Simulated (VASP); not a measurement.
Eu:

```
Eu
1.0
    -2.05443    2.05443    2.05443
     2.05443   -2.05443    2.05443
     2.05443    2.05443   -2.05443
Eu
1
Cartesian
  0.0000 0.0000 0.0000
```

Base run:

- Program: VASP 6.6.1
- Functional: LDA
- Potentials or basis: VASP PAW PBE potentials, release 64 (Eu)
- Cutoff: 520 eV
- k mesh: 11 × 11 × 11
- Occupations: gaussian, width 0.6 eV
- Spin: collinear spin, ferromagnetic start
- Starting moments: [6.925] μB

Its results: pressure -0.1 GPa; net moment 7.17 μB per cell; site moments Eu +6.62 μB.

Question: After a change of settings the same cell gave: pressure 2.1 GPa; net moment 4.28 μB per cell; site moments Eu +4.05 μB. Which change was it?
A. occupations from gaussian, width 0.6 eV to gaussian, width 0.03 eV
B. occupations from gaussian, width 0.6 eV to gaussian, width 0.01 eV; further incar settings from ALGO = Normal; EDIFF = 1e-07; NBANDS = 18 to ALGO = Normal; EDIFF = 1e-06; NBANDS = 18
C. occupations from gaussian, width 0.6 eV to fermi-dirac, width 1 eV

Answer: C.

Caveats: so wide a smearing shifts energies and pressures; the PAW data sets were made with another functional, which shifts forces and pressure a little.
